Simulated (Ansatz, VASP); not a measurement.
# SrTiO3: VASP beside Ansatz

```xyz
5
Lattice="2.4696 1.4258 3.3543 -2.4696 1.4258 3.3543 0.0000 -2.8517 3.3543" Properties=species:S:1:pos:R:3 pbc="T T T"
Sr    0.0000    0.0000    5.0315
Ti    0.0000    0.0000    0.0000
O     0.0000   -1.4258    1.6772
O     1.2348    0.7129    1.6772
O    -1.2348    0.7129    1.6772
```

Alike in both runs: task relaxation of cell and atoms; functional PBE; k mesh 6 × 6 × 6; occupations gaussian, width 0.1 eV; collinear spin.

|  | VASP | Ansatz |
| --- | --- | --- |
| version | VASP 6.6.1 | Ansatz 0.2.0 |
| potentials or method | VASP PAW PBE potentials, release 64 (Sr_sv, Ti_sv, O), cutoff 600 eV | scalar-relativistic, plane waves, PAW |
| valence electrons in the cell | 40 | 40 |

Ansatz gave:

```
gap on the k mesh at the Fermi level, each at its own relaxed structure (eV)  : 1.84
net moment per atom (μB)                                                      : 0.00
relaxed volume (Å³/atom)                                                      : 12.20
relaxed length of the cell vector where the two differ most in proportion (Å) : 3.936
```

Problem. What did VASP give for the same quantities?

Solution. gap on the k mesh at the Fermi level, each at its own relaxed structure (eV): 1.80; net moment per atom (μB): 0.00; relaxed volume (Å³/atom): 12.23; relaxed length of the cell vector where the two differ most in proportion (Å): 3.940.

Ansatz's warnings: seeded moment not kept.
